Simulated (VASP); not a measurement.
Wanted: the native input for a VASP 6.6.1 run.

* Task: single point
* Functional: r2SCAN
* Potentials or basis: VASP PAW PBE potentials, release 64 (Zn, F)
* Cutoff: 660 eV
* k mesh: 6 × 6 × 8
* Occupations: gaussian, width 0.02 eV
* Spin: no spin polarisation
* Dipole correction: no
* Further INCAR settings: ALGO = Normal; EDIFF = 1e-06; NBANDS = 35

ZnF2:

```
CELL_PARAMETERS angstrom
4.65548 0.00000 0.00000
0.00000 4.65548 0.00000
0.00000 0.00000 3.15819
ATOMIC_POSITIONS crystal
Zn 0.50000 0.50000 0.50000
Zn 0.00000 0.00000 0.00000
F 0.69667 0.69667 0.00000
F 0.80333 0.19667 0.50000
F 0.30333 0.30333 0.00000
F 0.19667 0.80333 0.50000
```

One way to write it, as run:

POSCAR

```
ZnF2
1.0
    4.6554813309      0.0000000000      0.0000000000
    0.0000000000      4.6554813309      0.0000000000
    0.0000000000      0.0000000000      3.1581868057
Zn F
2 4
Direct
    0.5000000000      0.5000000000      0.5000000000
    0.0000000000      0.0000000000      0.0000000000
    0.6966729320      0.6966729320      0.0000000000
    0.8033270680      0.1966729320      0.5000000000
    0.3033270680      0.3033270680      0.0000000000
    0.1966729320      0.8033270680      0.5000000000
```

INCAR.step1

```
PREC     = Accurate       # precision mode
ENCUT    = 660            # plane-wave cutoff, eV
ISMEAR   = 0              # smearing method
SIGMA    = 0.02           # smearing width, eV
LREAL    = False          # projectors in reciprocal space
LASPH    = True           # aspherical terms in the spheres
NELM     = 120            # most SCF steps
NBANDS   = 35             # bands
GGA      = PE             # functional
ALGO     = Normal         # electronic algorithm
EDIFF    = 1E-5           # SCF threshold, eV
LWAVE    = True           # write WAVECAR
LCHARG   = False          # write CHGCAR
GGA_COMPAT= False
```

INCAR.step2

```
PREC     = Accurate       # precision mode
ENCUT    = 660            # plane-wave cutoff, eV
EDIFF    = 1E-6           # SCF threshold, eV
ISMEAR   = 0              # smearing method
SIGMA    = 0.02           # smearing width, eV
LREAL    = False          # projectors in reciprocal space
LASPH    = True           # aspherical terms in the spheres
NELM     = 120            # most SCF steps
ALGO     = Normal         # electronic algorithm
ISIF     = 2              # what is computed and relaxed
LWAVE    = False          # write WAVECAR
LCHARG   = True           # write CHGCAR
METAGGA  = R2SCAN         # meta-GGA
LMIXTAU  = True         
LELF     = True           # ELF
LVHAR    = True         
NBANDS   = 35             # bands
ISTART   = 1            
GGA_COMPAT= False
```

KPOINTS

```
Automatic mesh
0
Gamma
  6 6 8
```

Potentials or basis: VASP PAW PBE potentials, release 64 (Zn, F).

The run is started by

```bash
$ cat potpaw_PBE.64/Zn/POTCAR potpaw_PBE.64/F/POTCAR > POTCAR
$ cp INCAR.step1 INCAR
$ mpirun -np 1 vasp_std > vasp.out
$ cp INCAR.step2 INCAR
$ mpirun -np 1 vasp_std > vasp.out
```

Results of the run:

```json
{
  "Pressure": "1.3 GPa",
  "Largest force": "0.007 eV/Å",
  "Band gap on the k mesh": "4.20 eV"
}
```

Caveat: the PAW data sets were made with another functional, which shifts forces and pressure a little.

It took 3.8 min on 1 thread of Intel(R) Xeon(R) 6975P-C (Granite Rapids), with other jobs on the host, peak memory 0.29 GiB.
